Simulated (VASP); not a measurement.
A run of VASP 6.6.1 is set up as follows.

The input INCAR:

```
PREC = Accurate
ENCUT = 520
EDIFF = 1E-7
ISMEAR = 0
SIGMA = 0.01
LREAL = Auto
LASPH = True
NELM = 100
ALGO = Normal
ISIF = 2
LWAVE = False
LCHARG = False
GGA = PE
IBRION = 2
NSW = 65
EDIFFG = -0.025
```

KPOINTS

```
Automatic mesh
0
Gamma
  2 2 2
```

Contents of POSCAR:

```
HfSi15
1.0
    0.0000000000      5.4700936587     -5.4700936587
    5.4700936587      5.4700936587      0.0000000000
    5.4700936587      0.0000000000     -5.4700936587
Hf Si
1 15
Direct
    0.3750000000      0.3750000000      0.3750000000
    0.3750000000      0.8750000000      0.3750000000
    0.8750000000      0.3750000000      0.3750000000
    0.8750000000      0.8750000000      0.3750000000
    0.3750000000      0.3750000000      0.8750000000
    0.3750000000      0.8750000000      0.8750000000
    0.8750000000      0.3750000000      0.8750000000
    0.8750000000      0.8750000000      0.8750000000
    0.5000000000      0.5000000000      0.0000000000
    0.5000000000      0.0000000000      0.0000000000
    1.0000000000      0.5000000000      0.0000000000
    1.0000000000      0.0000000000      0.0000000000
    0.5000000000      0.5000000000      0.5000000000
    0.5000000000      0.0000000000      0.5000000000
    1.0000000000      0.5000000000      0.5000000000
    1.0000000000      0.0000000000      0.5000000000
```

Potentials or basis: VASP PAW PBE potentials, release 64 (Hf_pv, Si).

The run is started by

```console
$ cat potpaw_PBE.64/Hf_pv/POTCAR potpaw_PBE.64/Si/POTCAR > POTCAR
$ mpirun -np 1 vasp_std > vasp.out
```

**Question.** Predict the energy gained by relaxing.

**Answer.** 66.1 meV/atom.

**Question.** Estimate the band gap on the k mesh.

**Answer.** 0.03 eV.

Final structure:
```xyz
16
Lattice="0.0000 5.4701 -5.4701 5.4701 5.4701 0.0000 5.4701 0.0000 -5.4701" Properties=species:S:1:pos:R:3 pbc="T T T"
Hf    4.1026    4.1026   -4.1026
Si    6.8376    6.8376   -4.0804
Si    4.0804    6.8376   -6.8376
Si    6.8376    9.5949   -6.8376
Si    6.8376    4.0804   -6.8376
Si    9.5949    6.8376   -6.8376
Si    6.8376    6.8376   -9.5949
Si    9.5727    9.5727   -9.5727
Si    8.1072    5.5681   -8.1072
Si   10.9360    8.2093   -8.2093
Si    8.2093    8.2093  -10.9360
Si   10.9360   10.9360  -10.9360
Si    5.5681    5.5681   -5.5681
Si    8.1072    8.1072   -5.5681
Si    5.5681    8.1072   -8.1072
Si    8.2093   10.9360   -8.2093
```

Caveat: the k points lie up to 0.50 Å⁻¹ apart; spin-orbit coupling is left out, which moves the levels of the heavy elements.
